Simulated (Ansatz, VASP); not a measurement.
# Two plane-wave programs on Si3C2

INCAR

```
PREC     = Accurate       # precision mode
ENCUT    = 600            # plane-wave cutoff, eV
EDIFF    = 1E-6           # SCF threshold, eV
ISMEAR   = 0              # smearing method
SIGMA    = 0.1            # smearing width, eV
LREAL    = F              # projectors in reciprocal space
LASPH    = T              # aspherical terms in the spheres
NELM     = 60             # most SCF steps
ALGO     = Normal         # electronic algorithm
ISIF     = 3              # what is computed and relaxed
LWAVE    = F              # write WAVECAR
LCHARG   = F              # write CHGCAR
GGA      = PE             # functional
IBRION   = 2              # ionic algorithm
NSW      = 100            # ionic steps
EDIFFG   = -0.01          # ionic threshold
```

File KPOINTS:

```
Automatic mesh
0
Gamma
  12 12 4
```

Contents of POSCAR:

```
Si3C2
1.0
    2.8996141298      0.0000000000      0.0000000000
   -1.4498070649      2.5111394976      0.0000000000
    0.0000000000      0.0000000000     14.3678137896
Si C
6 4
Direct
    0.6666666667      0.3333333333      0.0784295846
    0.6666666667      0.3333333333      0.2500000000
    0.6666666667      0.3333333333      0.4215704154
    0.3333333333      0.6666666667      0.7500000000
    0.3333333333      0.6666666667      0.9215704154
    0.3333333333      0.6666666667      0.5784295846
    0.6666666667      0.3333333333      0.8498239545
    0.6666666667      0.3333333333      0.6501760455
    0.3333333333      0.6666666667      0.1501760455
    0.3333333333      0.6666666667      0.3498239545
```

Input for Ansatz:

```yaml
crystal:
  lattice:
    - [2.8996141298, 0.0, 0.0]
    - [-1.4498070649, 2.5111394976, 0.0]
    - [0.0, 0.0, 14.3678137896]
  atoms:
    - { symbol: Si, position: [0.6666666667, 0.3333333333, 0.0784295846] }
    - { symbol: Si, position: [0.6666666667, 0.3333333333, 0.25] }
    - { symbol: Si, position: [0.6666666667, 0.3333333333, 0.4215704154] }
    - { symbol: Si, position: [0.3333333333, 0.6666666667, 0.75] }
    - { symbol: Si, position: [0.3333333333, 0.6666666667, 0.9215704154] }
    - { symbol: Si, position: [0.3333333333, 0.6666666667, 0.5784295846] }
    - { symbol: C, position: [0.6666666667, 0.3333333333, 0.8498239545] }
    - { symbol: C, position: [0.6666666667, 0.3333333333, 0.6501760455] }
    - { symbol: C, position: [0.3333333333, 0.6666666667, 0.1501760455] }
    - { symbol: C, position: [0.3333333333, 0.6666666667, 0.3498239545] }
basis:
  ecutwfc: 420
kpoints:
  mp_grid: { grid: [12, 12, 4] }
hamiltonian:
  xc: pbe
scf:
  occupations: { method: gaussian, width: 0.1 }
output:
  forces: true
  stress: true
  eigenvalues: true
relax:
  adjacent_minimum: "off"
  f_tol: 0.01
  max_steps: 80
  cell: { stress_tol: 0.05 }
```

Alike in both runs: task relaxation of cell and atoms; functional PBE; k mesh 12 × 12 × 4; occupations gaussian, width 0.1 eV; no spin polarisation.

|  | VASP | Ansatz |
| --- | --- | --- |
| version | VASP 6.6.1 | Ansatz 0.2.0 |
| potentials or method | VASP PAW PBE potentials, release 64 (Si, C), cutoff 600 eV | scalar-relativistic, plane waves, PAW |
| valence electrons in the cell | 40 | 40 |

VASP gave:

```
gap on the k mesh at the Fermi level, each at its own relaxed structure (eV)  : none
relaxed volume (Å³/atom)                                                      : 10.44
relaxed length of the cell vector where the two differ most in proportion (Å) : 14.363
```

**Question.** What did Ansatz give for the same quantities?

**Answer.** gap on the k mesh at the Fermi level, each at its own relaxed structure (eV): none; relaxed volume (Å³/atom): 10.44; relaxed length of the cell vector where the two differ most in proportion (Å): 14.368.

A gap of «none» marks a metal or a gap that the smearing closes.
